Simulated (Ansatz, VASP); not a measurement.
# Two plane-wave programs on YHg

```xyz
2
Lattice="3.7305 0.0000 0.0000 0.0000 3.7305 0.0000 0.0000 0.0000 3.7305" Properties=species:S:1:pos:R:3 pbc="T T T"
Y     1.8652    1.8652    1.8652
Hg    0.0000    0.0000    0.0000
```

Change from the starting cell: volume scaled by 1.04, PAW files.

Alike in both runs: task electric field gradients; functional LDA; k mesh 11 × 11 × 11; occupations fermi-dirac, width 0.08 eV; no spin polarisation.

|  | VASP | Ansatz |
| --- | --- | --- |
| version | VASP 6.6.1 | Ansatz 0.2.0 |
| potentials or method | VASP PAW LDA potentials, release 64 (Y_sv, Hg) | PAW with Ansatz's default frozen-core files, scalar-relativistic |
| plane-wave cutoff (eV) | 520 | 420 |
| valence electrons in the cell | 23 | 31 |

Ansatz gave:

- pressure (GPa): -5.8

**Question.** Which values does VASP return?

**Answer.** Pressure (GPa): -5.6.

LDA's correlation is that of Perdew and Zunger in VASP and of Perdew and Wang (1992) in Ansatz. VASP's potentials hold 23 valence electrons a cell and Ansatz's 31, so a difference there can come from the potentials and not from the codes.

Spin-orbit coupling is off throughout.
